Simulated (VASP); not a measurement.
Write the native input for VASP 6.6.1 that does the following.

```yaml
Task: single point
Functional: LDA
Potentials_or_basis: VASP PAW LDA potentials, release 64 (Mg, O)
Cutoff: 600 eV
k_mesh: 6 × 6 × 4
Occupations: gaussian, width 0.01 eV
Spin: no spin polarisation
Dipole_correction: no
Further_INCAR_settings: ALGO = Normal; EDIFF = 1e-06; NBANDS = 16
```

The structure of MgO lies in POSCAR:

```
MgO
1.0
    3.4863800000      0.0000000000      0.0000000000
   -1.7431900000      3.0192936472      0.0000000000
    0.0000000000      0.0000000000      4.1780400000
Mg O
2 2
Direct
    0.6666666667      0.3333333333      0.7500000000
    0.3333333333      0.6666666667      0.2500000000
    0.6666666667      0.3333333333      0.2500000000
    0.3333333333      0.6666666667      0.7500000000
```

These files were run (other wordings do the same):

INCAR

```
PREC     = Accurate       # precision mode
ENCUT    = 600            # plane-wave cutoff, eV
EDIFF    = 1E-6           # SCF threshold, eV
ISMEAR   = 0              # smearing method
SIGMA    = 0.01           # smearing width, eV
LREAL    = F              # projectors in reciprocal space
LASPH    = T              # aspherical terms in the spheres
NELM     = 120            # most SCF steps
ALGO     = Normal         # electronic algorithm
ISIF     = 2              # what is computed and relaxed
LWAVE    = F              # write WAVECAR
LCHARG   = F              # write CHGCAR
NBANDS   = 16             # bands
GGA_COMPAT= F
```

KPOINTS

```
regular mesh
0
Gamma
  6 6 4
```

Potentials or basis: VASP PAW LDA potentials, release 64 (Mg, O).

Run with:

```console
$ cat potpaw_LDA.64/Mg/POTCAR potpaw_LDA.64/O/POTCAR > POTCAR
$ mpirun -np 1 vasp_std > vasp.out
```

It gave:

```json
{
  "Pressure": "-6.0 GPa",
  "Band gap on the k mesh": "3.34 eV"
}
```

Caveat: the cell stands under tension.

Run time: 11 s on 1 thread of AMD EPYC 7R13 Processor (Zen 3) (shared host), peak memory 0.12 GiB.
